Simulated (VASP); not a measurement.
Runs of VASP 6.6.1 on FeO. The structure is that of space group Fm-3m (No. 225), or close to it. The cells are those of the table. 

```tsv
task	cell	gap on the mesh (eV)	pressure (GPa)	moment (μB)
electric field gradients	a = 3.048 Å, angles 60.0°, 2 atoms	none	-0.2	4.00
single point	a = 2.997 Å, angles 60.0°, 2 atoms	none	10.6	4.00
single point	a = 3.023 Å, angles 60.0°, 2 atoms	none	4.8	4.00
electric field gradients	a = 3.023 Å, angles 60.0°, 2 atoms	none	4.8	4.00
single point	a = 3.073 Å, angles 60.0°, 2 atoms	none	-4.5	4.00
single point	a = 3.098 Å, angles 60.0°, 2 atoms	none	(a)	4.00
electric field gradients	a = 2.997 Å, angles 60.0°, 2 atoms	none	10.6	4.00
```

Alike in all rows: level PBE; potentials or basis VASP PAW PBE potentials, release 64 (Fe, O); spin collinear, ferromagnetic start; k mesh 15 × 15 × 15; cutoff (eV) 520; smearing fermi-dirac 0.03 eV.

**Question.** Estimate the missing entries.

**Answer.** (a) -8.4.

Caveats: a cell with one magnetic atom can't hold antiferromagnetic order, which such compounds often take; semilocal functionals often make such compounds metallic where correlation or magnetic order opens a gap, which also shifts bond lengths; the cell stands under pressure (at least some runs); the cell stands under tension (at least some runs).

A gap of «none» marks levels without a gap at the run's occupations.
